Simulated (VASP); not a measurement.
# RbBr in VASP: single point with PBEsol

Aim: the single point of RbBr with PBEsol.

Program: VASP 6.6.1. These are calculated values, not measurements. Logs are shortened: lines on timing, memory, paths and dates and some standing lists are left out, and cuts for length are marked.

**1. The cell of the first run**

The cell holds a slab with vacuum, 8 atoms: a = 4.844 Å, b = 4.844 Å, c = 23.275 Å, α = 90.00°, β = 90.00°, γ = 90.00°.

**2. Single point, PBEsol**

Input file INCAR:

```
SYSTEM = RbBr
PREC = Accurate
ENCUT = 520
EDIFF = 1E-6
ISMEAR = -1
SIGMA = 0.05
LREAL = .FALSE.
LASPH = .TRUE.
NELM = 100
ALGO = Normal
ISIF = 2
LWAVE = .FALSE.
LCHARG = .FALSE.
GGA = PS
NBANDS = 42
```

Input file KPOINTS:

```
Automatic mesh
0
G
  6 6 1
  0 0 0
```

Input file POSCAR:

```
RbBr
1.0
    3.4250000000      3.4250000000      0.0000000000
   -3.4250000000      3.4250000000      0.0000000000
    0.0000000000      0.0000000000     23.2750000000
Br Rb
4 4
Direct
    0.5003310000      0.4992680000      0.2794330000
    0.5001790000      0.4974880000      0.5736560000
    0.9992980000      0.9995580000      0.4266800000
    0.0003440000      0.9976960000      0.7207980000
    0.0001030000      0.9991140000      0.2811880000
    0.9998650000      0.9973810000      0.5741230000
    0.4990360000      0.4991880000      0.4261160000
    0.5001660000      0.4975920000      0.7189360000
```

Potentials or basis: VASP PAW PBE potentials, release 64 (Br, Rb_sv).

Launch:

```bash
> cat potpaw_PBE.64/Br/POTCAR potpaw_PBE.64/Rb_sv/POTCAR > POTCAR
> mpirun -np 1 vasp_std > vasp.out
```

OUTCAR:

```text
SYSTEM = RbBr
   PREC = Accurate
   ENCUT = 520
   EDIFF = 1E-6
   ISMEAR = -1
   LREAL = .FALSE.
   LASPH = .TRUE.
   NELM = 100
   ISIF = 2
   GGA = PS

 ion  position               nearest neighbor table
   1  0.500  0.499  0.279-   7 3.41   5 3.42   5 3.42   5 3.43   5 3.43
   2  0.500  0.497  0.574-   8 3.38   6 3.42   6 3.42   6 3.43   6 3.43   7 3.43
   3  0.999  1.000  0.427-   5 3.39   7 3.42   7 3.42   7 3.43   7 3.43   6 3.43
   4  0.000  0.998  0.721-   6 3.41   8 3.42   8 3.43   8 3.43   8 3.43
   5  0.000  0.999  0.281-   3 3.39   1 3.42   1 3.42   1 3.43   1 3.43   7 4.80   7 4.80   7 4.81
                             7 4.81
   6  1.000  0.997  0.574-   4 3.41   2 3.42   2 3.42   2 3.43   2 3.43   3 3.43   8 4.80   8 4.81
                             8 4.81   8 4.81   7 4.85   7 4.86   7 4.86   7 4.86
   7  0.499  0.499  0.426-   1 3.41   3 3.42   3 3.42   3 3.43   3 3.43   2 3.43   5 4.80   5 4.80
                             5 4.81   5 4.81   6 4.85   6 4.86   6 4.86   6 4.86
   8  0.500  0.498  0.719-   2 3.38   4 3.42   4 3.43   4 3.43   4 3.43   6 4.80   6 4.81   6 4.81
                             6 4.81

  LATTYP: Found a simple tetragonal cell.
 ALAT       =     4.8436814511
 C/A-ratio  =     4.8052292940

  Lattice vectors:

 A1 = (   3.4250000000,   3.4250000000,   0.0000000000)
 A2 = (  -3.4250000000,   3.4250000000,   0.0000000000)
 A3 = (   0.0000000000,   0.0000000000,  23.2750000000)

Analysis of symmetry for initial positions (statically):
=====================================================================
 Subroutine PRICEL returns:
 Original cell was already a primitive cell.

 Routine SETGRP: Setting up the symmetry group for a
 simple tetragonal supercell.

 Subroutine GETGRP returns: Found  1 space group operations
 (whereof  1 operations were pure point group operations)
 out of a pool of 16 trial point group operations.

The static configuration has the point symmetry C_1 .

Analysis of symmetry for dynamics (positions and initial velocities):
=====================================================================
 Subroutine PRICEL returns:
 Original cell was already a primitive cell.

 Routine SETGRP: Setting up the symmetry group for a
 simple tetragonal supercell.

 Subroutine GETGRP returns: Found  1 space group operations
 (whereof  1 operations were pure point group operations)
 out of a pool of 16 trial point group operations.

The dynamic configuration has the point symmetry C_1 .

 Subroutine INISYM returns: Found  1 space group operations
 (whereof  1 operations are pure point group operations),
 and found     1 'primitive' translations

----------------------------------------------------------------------------------------

                                     Primitive cell

  volume of cell :     546.0606

  direct lattice vectors                    reciprocal lattice vectors
     3.425000000  3.425000000  0.000000000     0.145985401  0.145985401  0.000000000
    -3.425000000  3.425000000  0.000000000    -0.145985401  0.145985401  0.000000000
     0.000000000  0.000000000 23.275000000     0.000000000  0.000000000  0.042964554

  length of vectors
     4.843681451  4.843681451 23.275000000     0.206454535  0.206454535  0.042964554

  position of ions in fractional coordinates (direct lattice)
     0.500331000  0.499268000  0.279433000
     0.500179000  0.497488000  0.573656000
     0.999298000  0.999558000  0.426680000
     0.000344000  0.997696000  0.720798000
     0.000103000  0.999114000  0.281188000
     0.999865000  0.997381000  0.574123000
     0.499036000  0.499188000  0.426116000
     0.500166000  0.497592000  0.718936000

  ion indices of the primitive-cell ions
   primitive index   ion index
                 1           1
                 2           2
                 3           3
                 4           4
                 5           5
                 6           6
                 7           7
                 8           8

----------------------------------------------------------------------------------------

 KPOINTS: Automatic mesh

Automatic generation of k-mesh.
 Grid dimensions read from file:
 generate k-points for:    6    6    1

 Generating k-lattice:

  Cartesian coordinates                     Fractional coordinates (reciprocal lattice)
     0.024330900  0.024330900  0.000000000     0.166666667  0.000000000  0.000000000
    -0.024330900  0.024330900  0.000000000     0.000000000  0.166666667  0.000000000
     0.000000000  0.000000000  0.042964554     0.000000000  0.000000000  1.000000000

  Length of vectors
     0.034409089  0.034409089  0.042964554

  Shift w.r.t. Gamma in fractional coordinates (k-lattice)
     0.000000000  0.000000000  0.000000000

 Subroutine IBZKPT returns following result:
 ===========================================

 Found     20 irreducible k-points:

 Following reciprocal coordinates:
            Coordinates               Weight
  0.000000  0.000000  0.000000      1.000000
  0.166667  0.000000  0.000000      2.000000
  0.000000  0.166667  0.000000      2.000000
  0.333333  0.000000  0.000000      2.000000
  0.000000  0.333333  0.000000      2.000000
  0.500000  0.000000  0.000000      1.000000
[... 12 lines left out ...]
 -0.333333  0.500000  0.000000      2.000000
  0.500000  0.500000  0.000000      1.000000
   k-points           NKPTS =     20   k-points in BZ     NKDIM =     20   number of bands    NBANDS=     42
   number of dos      NEDOS =    301   number of ions     NIONS =      8
   total plane-waves  NPLWV = 233280
   dimension x,y,z NGX =    36 NGY =   36 NGZ =  180
   dimension x,y,z NGXF=    72 NGYF=   72 NGZF=  360
   ions per type =               4   4
   NGX,Y,Z   is equivalent  to a cutoff of  12.36, 12.36, 12.86 a.u.
   NGXF,Y,Z  is equivalent  to a cutoff of  24.71, 24.71, 25.71 a.u.
 SYSTEM =  RbBr
   PREC   = accura    normal or accurate (medium, high low for compatibility)
   ISTART =      0    job   : 0-new  1-cont  2-samecut
   ICHARG =      2    charge: 1-file 2-atom 10-const
   ISPIN  =      1    spin polarized calculation?
   LNONCOLLINEAR =      F non collinear calculations
   LSORBIT =      F    spin-orbit coupling
   LASPH  =      T    aspherical Exc in radial PAW
   ENCUT  =  520.0 eV  38.22 Ry    6.18 a.u.   9.01  9.01 43.28*2*pi/ulx,y,z
   NELM   =    100;   NELMIN=  2; NELMDL= -5     # of ELM steps
   EDIFF  = 0.1E-05   stopping-criterion for ELM
   LREAL  =      F    real-space projection
   EDIFFG = 0.1E-04   stopping-criterion for IOM
   NSW    =      0    number of steps for IOM
   IBRION =     -1    ionic relax: 0-MD 1-quasi-New 2-CG
   NFREE  =      0    steps in history (QN), initial steepest desc. (CG)
   ISIF   =      2    stress and relaxation
   ISYM   =      2    0-nonsym 1-usesym 2-fastsym
   POTIM  = 0.5000    time-step for ionic-motion
   TEBEG  =    0.0;   TEEND  =   0.0 temperature during run
   PSTRESS=    0.0 pullay stress
   NELECT =      64.0000    total number of electrons
   NUPDOWN=      -1.0000    fix difference up-down
   EMIN   =  10.00;   EMAX   =-10.00  energy-range for DOS
   EFERMI =   0.00;   METHOD = LEGACY
   ISMEAR =    -1;   SIGMA  =   0.05  broadening in eV -4-tet -1-fermi 0-gaus
   EFERMI_NEDOS =   21; number of points for ismear=-14 and -15
   IALGO  =     38    algorithm
   IMIX   =      4    mixing-type and parameters
     AMIX     =   0.40;   BMIX     =  1.00
     AMIX_MAG =   1.60;   BMIX_MAG =  1.00
  volume/ion in A,a.u.               =      68.26       460.62
  Fermi-wavevector in a.u.,A,eV,Ry     =   0.801164  1.513980  8.733078  0.641863
  Thomas-Fermi vector in A             =   1.908598
   LORBIT       =      0    0 simple, 1 ext, 2 COOP (PROOUT), +10 PAW based schemes
   GGA     = PS    functional components
   LHFCALC =     F    Hartree Fock is set to
   AEXX    =    0.0000 exact exchange contribution
   IVDW    =     0    specifies the selected vdW correction
   LEPSILON=     F    determine dielectric tensor
   LRPA    =     F    only Hartree local field effects (RPA)
 non-spin polarized calculation
  energy-cutoff  :      520.00
  volume of cell :      546.06
 maximum number of plane-waves:     14776
   NGX = 19   NGY = 19   NGZ = 87

 number of electron      63.9999985 magnetization

 Free energy of the ion-electron system (eV)
  ---------------------------------------------------
  ext. energy  EPLUGINS =         0.00000000
  ---------------------------------------------------
  free energy    TOTEN  =       -25.12017461 eV

  energy without entropy =      -25.12017461  energy(sigma->0) =      -25.12017461

 E-fermi :  -2.2554     XC(G=0):  -4.7012

 val. band max:       -3.4479566430   @ k =   0.0000   0.0000   0.0000
 cond. band min:       0.7997341467   @ k =   0.0000   0.0000   0.0000
 fundamental gap:      4.2476907897
 Fermi energy:        -2.2553868843

 k-point     1 :       0.0000    0.0000    0.0000
  band No.  band energies     occupation
      1     -28.0849      2.00000
      2     -28.0760      2.00000
      3     -27.8443      2.00000
      4     -27.8375      2.00000
      5     -15.7328      2.00000
      6     -15.7072      2.00000
[... 34 lines left out ...]
     41       3.4089      0.00000
     42       3.4434      0.00000

 k-point     2 :       0.1667    0.0000    0.0000
  band No.  band energies     occupation
      1     -28.0841      2.00000
      2     -28.0752      2.00000
      3     -27.8431      2.00000
      4     -27.8370      2.00000
      5     -15.7411      2.00000
      6     -15.7189      2.00000
[... 34 lines left out ...]
     41       3.7287      0.00000
     42       3.7820      0.00000

 k-point     3 :       0.0000    0.1667    0.0000
  band No.  band energies     occupation
      1     -28.0841      2.00000
      2     -28.0752      2.00000
      3     -27.8431      2.00000
      4     -27.8370      2.00000
      5     -15.7411      2.00000
      6     -15.7189      2.00000
[... 717 lines left out ...]
      4     -27.8338      2.00000
      5     -15.7098      2.00000
      6     -15.7082      2.00000
[... 34 lines left out ...]
     41       3.8004      0.00000
     42       3.8035      0.00000

 k-point    20 :       0.5000    0.5000    0.0000
  band No.  band energies     occupation
      1     -28.0788      2.00000
      2     -28.0699      2.00000
      3     -27.8362      2.00000
      4     -27.8331      2.00000
      5     -15.6922      2.00000
      6     -15.6906      2.00000
[... 34 lines left out ...]
     41       4.0723      0.00000
     42       4.0732      0.00000

------------------------ aborting loop because EDIFF is reached ----------------------------------------

  FORCE on cell =-STRESS in cart. coord.  units (eV):
  Direction    XX          YY          ZZ          XY          YZ          ZX
  --------------------------------------------------------------------------------------
  -------------------------------------------------------------------------------------
  Total       -0.6371923     -0.6371595     -0.0138295      0.0000661      0.0030754     -0.0028775
  in kB       -1.8695636     -1.8694674     -0.0405766      0.0001938      0.0090233     -0.0084426
  external PRESSURE =      -1.2598692 kB  Pullay stress =       0.0000000 kB

 VOLUME and BASIS-vectors are now :
 -----------------------------------------------------------------------------
  energy-cutoff  :      520.00
  volume of cell :      546.06
      direct lattice vectors                 reciprocal lattice vectors
     3.425000000  3.425000000  0.000000000     0.145985401  0.145985401  0.000000000
    -3.425000000  3.425000000  0.000000000    -0.145985401  0.145985401  0.000000000
     0.000000000  0.000000000 23.275000000     0.000000000  0.000000000  0.042964554

 POSITION                                       TOTAL-FORCE (eV/Angst)
 -----------------------------------------------------------------------------------
      0.00364      3.42363      6.50380        -0.000563     -0.001602      0.001623
      0.00922      3.41701     13.35184        -0.001299     -0.001331     -0.004343
     -0.00089      6.84608      9.93098         0.001318     -0.002458     -0.001902
     -3.41593      3.41829     16.77657        -0.000192     -0.001197     -0.002457
     -3.42161      3.42232      6.54465        -0.000179      0.001097     -0.000012
      0.00851      6.84057     13.36271        -0.000013      0.002115      0.000304
     -0.00052      3.41892      9.91785         0.000742      0.002470      0.002049
      0.00882      3.41732     16.73324         0.000186      0.000907      0.004738
 -----------------------------------------------------------------------------------
    total drift:                                0.000376     -0.000356      0.000388

  FREE ENERGIE OF THE ION-ELECTRON SYSTEM (eV)
  ---------------------------------------------------
  free  energy   TOTEN  =       -25.1201746093 eV

  energy  without entropy=      -25.1201746093  energy(sigma->0) =      -25.12017461
```

Wall time 13 min (1 thread of Oxide Virtual Turin-like, shared host); peak memory 0.67 GiB.

Results:

```yaml
Free_energy: -25.1202 eV
Largest_force: 0.005 eV/Å
Band_gap_on_the_k_mesh: 4.25 eV, direct
```

Forces on the atoms (eV/Å):
```
Br  -0.001 -0.002  0.002
Br  -0.001 -0.001 -0.004
Br   0.001 -0.002 -0.002
Br   0.000 -0.001 -0.002
Rb   0.000  0.001  0.000
Rb   0.000  0.002  0.000
Rb   0.001  0.002  0.002
Rb   0.000  0.001  0.005
```

Levels at points of the mesh, in eV from the valence-band top:
```
           k point  band 28  band 29  band 30  band 31  band 32  band 33  band 34  band 35  band 36  band 37
(0.00, 0.00, 0.00)    -0.11    -0.01    -0.01     0.00     0.00     4.25     4.66     5.23     5.53     5.84
(0.50, 0.00, 0.00)    -0.40    -0.29    -0.28    -0.19    -0.19     6.37     6.38     6.51     6.52     6.61
(0.00, 0.50, 0.00)    -0.39    -0.29    -0.28    -0.19    -0.19     6.37     6.38     6.51     6.52     6.61
(0.50, 0.50, 0.00)    -0.26    -0.22    -0.22    -0.12    -0.11     5.66     5.66     6.33     6.33     6.97
```

Caveat: the PAW data sets were made with another functional, which shifts forces and pressure a little.
